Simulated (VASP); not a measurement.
# Nb2 in VASP: single point with PBE

Aim: the single point of Nb2 with PBE.

Program: VASP 6.6.1. These are calculated values, not measurements. Logs are shortened: lines on timing, memory, paths and dates and some standing lists are left out, and cuts for length are marked.

## (1) The cell of the first run

The cell holds a cluster in a box, 2 atoms: a = 8.000 Å, b = 8.300 Å, c = 8.600 Å, α = 90.00°, β = 90.00°, γ = 90.00°.

## (2) Single point, PBE

Input file INCAR:

```
PREC = Accurate
ENCUT = 400
EDIFF = 1E-6
ISMEAR = 0
SIGMA = 0.03
LREAL = F
LASPH = T
NELM = 120
ALGO = Normal
ISIF = 2
LWAVE = F
LCHARG = F
GGA = PE
NBANDS = 20
GGA_COMPAT = F
```

Input file KPOINTS:

```
regular mesh
0
Gamma
  1 1 1
```

Input file POSCAR:

```
Nb
1.0
    8.0000000000      0.0000000000      0.0000000000
    0.0000000000      8.3000000000      0.0000000000
    0.0000000000      0.0000000000      8.6000000000
Nb
2
Direct
    0.5000000000      0.4819280000      0.3430230000
    0.5000000000      0.4819280000      0.5872090000
```

Potentials or basis: VASP PAW PBE potentials, release 64 (Nb_sv).

Command:

```
cat potpaw_PBE.64/Nb_sv/POTCAR > POTCAR
mpirun -np 1 vasp_gam > vasp.out
```

OUTCAR:

```text
PREC = Accurate
   ENCUT = 400
   EDIFF = 1E-6
   ISMEAR = 0
   LREAL = F
   LASPH = T
   NELM = 120
   ISIF = 2
   GGA = PE

 ion  position               nearest neighbor table
   1  0.500  0.482  0.343-   2 2.10
   2  0.500  0.482  0.587-   1 2.10

  LATTYP: Found a simple orthorhombic cell.
 ALAT       =     8.0000000000
 B/A-ratio  =     1.0375000000
 C/A-ratio  =     1.0750000000

  Lattice vectors:

 A1 = (   8.0000000000,   0.0000000000,   0.0000000000)
 A2 = (   0.0000000000,   8.3000000000,   0.0000000000)
 A3 = (   0.0000000000,   0.0000000000,   8.6000000000)

Analysis of symmetry for initial positions (statically):
=====================================================================
 Subroutine PRICEL returns:
 Original cell was already a primitive cell.

 Routine SETGRP: Setting up the symmetry group for a
 simple orthorhombic supercell.

 Subroutine GETGRP returns: Found  8 space group operations
 (whereof  2 operations were pure point group operations)
 out of a pool of  8 trial point group operations.

The static configuration has the point symmetry C_1h.
 The point group associated with its full space group is D_2h.

Analysis of symmetry for dynamics (positions and initial velocities):
=====================================================================
 Subroutine PRICEL returns:
 Original cell was already a primitive cell.

 Routine SETGRP: Setting up the symmetry group for a
 simple orthorhombic supercell.

 Subroutine GETGRP returns: Found  8 space group operations
 (whereof  2 operations were pure point group operations)
 out of a pool of  8 trial point group operations.

The dynamic configuration has the point symmetry C_1h.
 The point group associated with its full space group is D_2h.

 Subroutine INISYM returns: Found  8 space group operations
 (whereof  2 operations are pure point group operations),
 and found     1 'primitive' translations

----------------------------------------------------------------------------------------

                                     Primitive cell

  volume of cell :     571.0400

  direct lattice vectors                    reciprocal lattice vectors
     8.000000000  0.000000000  0.000000000     0.125000000  0.000000000  0.000000000
     0.000000000  8.300000000  0.000000000     0.000000000  0.120481928  0.000000000
     0.000000000  0.000000000  8.600000000     0.000000000  0.000000000  0.116279070

  length of vectors
     8.000000000  8.300000000  8.600000000     0.125000000  0.120481928  0.116279070

  position of ions in fractional coordinates (direct lattice)
     0.500000000  0.481928000  0.343023000
     0.500000000  0.481928000  0.587209000

  ion indices of the primitive-cell ions
   primitive index   ion index
                 1           1
                 2           2

----------------------------------------------------------------------------------------

 KPOINTS: regular mesh

Automatic generation of k-mesh.
 Grid dimensions read from file:
 generate k-points for:    1    1    1

 Generating k-lattice:

  Cartesian coordinates                     Fractional coordinates (reciprocal lattice)
     0.125000000  0.000000000  0.000000000     1.000000000  0.000000000  0.000000000
     0.000000000  0.120481928  0.000000000     0.000000000  1.000000000  0.000000000
     0.000000000  0.000000000  0.116279070     0.000000000  0.000000000  1.000000000

  Length of vectors
     0.125000000  0.120481928  0.116279070

  Shift w.r.t. Gamma in fractional coordinates (k-lattice)
     0.000000000  0.000000000  0.000000000

 Subroutine IBZKPT returns following result:
 ===========================================

 Found      1 irreducible k-points:

 Following reciprocal coordinates:
            Coordinates               Weight
  0.000000  0.000000  0.000000      1.000000
   k-points           NKPTS =      1   k-points in BZ     NKDIM =      1   number of bands    NBANDS=     20
   number of dos      NEDOS =    301   number of ions     NIONS =      2
   total plane-waves  NPLWV = 163296
   dimension x,y,z NGX =    54 NGY =   54 NGZ =   56
   dimension x,y,z NGXF=   108 NGYF=  108 NGZF=  112
   ions per type =               2
   NGX,Y,Z   is equivalent  to a cutoff of  11.22, 10.82, 10.83 a.u.
   NGXF,Y,Z  is equivalent  to a cutoff of  22.44, 21.63, 21.65 a.u.
 SYSTEM =  unknown system
   PREC   = accura    normal or accurate (medium, high low for compatibility)
   ISTART =      0    job   : 0-new  1-cont  2-samecut
   ICHARG =      2    charge: 1-file 2-atom 10-const
   ISPIN  =      1    spin polarized calculation?
   LNONCOLLINEAR =      F non collinear calculations
   LSORBIT =      F    spin-orbit coupling
   LASPH  =      T    aspherical Exc in radial PAW
   ENCUT  =  400.0 eV  29.40 Ry    5.42 a.u.  13.05 13.54 14.02*2*pi/ulx,y,z
   NELM   =    120;   NELMIN=  2; NELMDL= -5     # of ELM steps
   EDIFF  = 0.1E-05   stopping-criterion for ELM
   LREAL  =      F    real-space projection
   EDIFFG = 0.1E-04   stopping-criterion for IOM
   NSW    =      0    number of steps for IOM
   IBRION =     -1    ionic relax: 0-MD 1-quasi-New 2-CG
   NFREE  =      0    steps in history (QN), initial steepest desc. (CG)
   ISIF   =      2    stress and relaxation
   ISYM   =      2    0-nonsym 1-usesym 2-fastsym
   POTIM  = 0.5000    time-step for ionic-motion
   TEBEG  =    0.0;   TEEND  =   0.0 temperature during run
   PSTRESS=    0.0 pullay stress
   NELECT =      26.0000    total number of electrons
   NUPDOWN=      -1.0000    fix difference up-down
   EMIN   =  10.00;   EMAX   =-10.00  energy-range for DOS
   EFERMI =   0.00;   METHOD = LEGACY
   ISMEAR =     0;   SIGMA  =   0.03  broadening in eV -4-tet -1-fermi 0-gaus
   EFERMI_NEDOS =   21; number of points for ismear=-14 and -15
   IALGO  =     38    algorithm
   IMIX   =      4    mixing-type and parameters
     AMIX     =   0.40;   BMIX     =  1.00
     AMIX_MAG =   1.60;   BMIX_MAG =  1.00
  volume/ion in A,a.u.               =     285.52      1926.78
  Fermi-wavevector in a.u.,A,eV,Ry     =   0.584580  1.104696  4.649566  0.341733
  Thomas-Fermi vector in A             =   1.630331
   LORBIT       =      0    0 simple, 1 ext, 2 COOP (PROOUT), +10 PAW based schemes
   GGA     = PE    functional components
   LHFCALC =     F    Hartree Fock is set to
   AEXX    =    0.0000 exact exchange contribution
   IVDW    =     0    specifies the selected vdW correction
   LEPSILON=     F    determine dielectric tensor
   LRPA    =     F    only Hartree local field effects (RPA)
 non-spin polarized calculation
 Gauss-broadening in eV      SIGMA  =   0.03
  energy-cutoff  :      400.00
  volume of cell :      571.04
 maximum number of plane-waves:      5181
 NGX is ok and might be reduce to    54
   NGX = 27   NGY = 27   NGZ = 29

 number of electron      26.0000000 magnetization

 Free energy of the ion-electron system (eV)
  ---------------------------------------------------
  ext. energy  EPLUGINS =         0.00000000
  ---------------------------------------------------
  free energy    TOTEN  =       -11.23010629 eV

  energy without entropy =      -11.23009482  energy(sigma->0) =      -11.23010055

 E-fermi :  -2.8671     XC(G=0):  -2.5538

 val. band max:       -2.9518622197   @ k =   0.0000   0.0000   0.0000
 cond. band min:      -2.7822658219   @ k =   0.0000   0.0000   0.0000
 fundamental gap:      0.1695963978
 Fermi energy:        -2.8670640194

 k-point     1 :       0.0000    0.0000    0.0000
  band No.  band energies     occupation
      1     -57.7285      2.00000
      2     -56.7585      2.00000
      3     -35.1072      2.00000
      4     -33.8393      2.00000
      5     -33.8387      2.00000
      6     -33.1841      2.00000
      7     -33.1836      2.00000
      8     -31.0999      2.00000
      9      -4.1785      2.00000
     10      -4.1783      2.00000
     11      -3.8073      2.00000
     12      -3.2740      2.00000
     13      -2.9519      1.99994
     14      -2.7823      0.00006
     15      -1.3234      0.00000
     16      -1.2068      0.00000
     17      -1.0501      0.00000
     18      -0.2889      0.00000
     19      -0.2165      0.00000
     20       0.0464      0.00000

------------------------ aborting loop because EDIFF is reached ----------------------------------------

  FORCE on cell =-STRESS in cart. coord.  units (eV):
  Direction    XX          YY          ZZ          XY          YZ          ZX
  --------------------------------------------------------------------------------------
  -------------------------------------------------------------------------------------
  Total       -0.7771666     -0.6351559     -3.6600358     -0.0000000      0.0000000      0.0000000
  in kB       -2.1805105     -1.7820684    -10.2690292     -0.0000000      0.0000000      0.0000000
  external PRESSURE =      -4.7438694 kB  Pullay stress =       0.0000000 kB

 VOLUME and BASIS-vectors are now :
 -----------------------------------------------------------------------------
  energy-cutoff  :      400.00
  volume of cell :      571.04
      direct lattice vectors                 reciprocal lattice vectors
     8.000000000  0.000000000  0.000000000     0.125000000  0.000000000  0.000000000
     0.000000000  8.300000000  0.000000000     0.000000000  0.120481928  0.000000000
     0.000000000  0.000000000  8.600000000     0.000000000  0.000000000  0.116279070

 POSITION                                       TOTAL-FORCE (eV/Angst)
 -----------------------------------------------------------------------------------
      4.00000      4.00000      2.95000        -0.000000      0.000000      0.817950
      4.00000      4.00000      5.05000         0.000000      0.000000     -0.817950
 -----------------------------------------------------------------------------------
    total drift:                                0.000000      0.000028     -0.000012

  FREE ENERGIE OF THE ION-ELECTRON SYSTEM (eV)
  ---------------------------------------------------
  free  energy   TOTEN  =       -11.2301062913 eV

  energy  without entropy=      -11.2300948179  energy(sigma->0) =      -11.23010055
```

Run time: 33 s. Hardware: 1 thread of Intel Xeon 8259CL, shared host; peak memory 0.36 GiB.

Results:

| Quantity | Value |
| --- | --- |
| Free energy | -11.2301 eV |
| Largest force | 0.818 eV/Å |
| Gap between the frontier levels | 0.17 eV |

Forces in eV/Å, atoms in the order of the input:
```
Nb   0.000  0.000  0.818
Nb   0.000  0.000 -0.818
```

Levels at points of the mesh, in eV from the valence-band top:
| k point | band 11 | band 12 | band 13 | band 14 | band 15 | band 16 |
| --- | --- | --- | --- | --- | --- | --- |
| (0.00, 0.00, 0.00) | -0.86 | -0.32 | 0.00 | 0.17 | 1.63 | 1.75 |
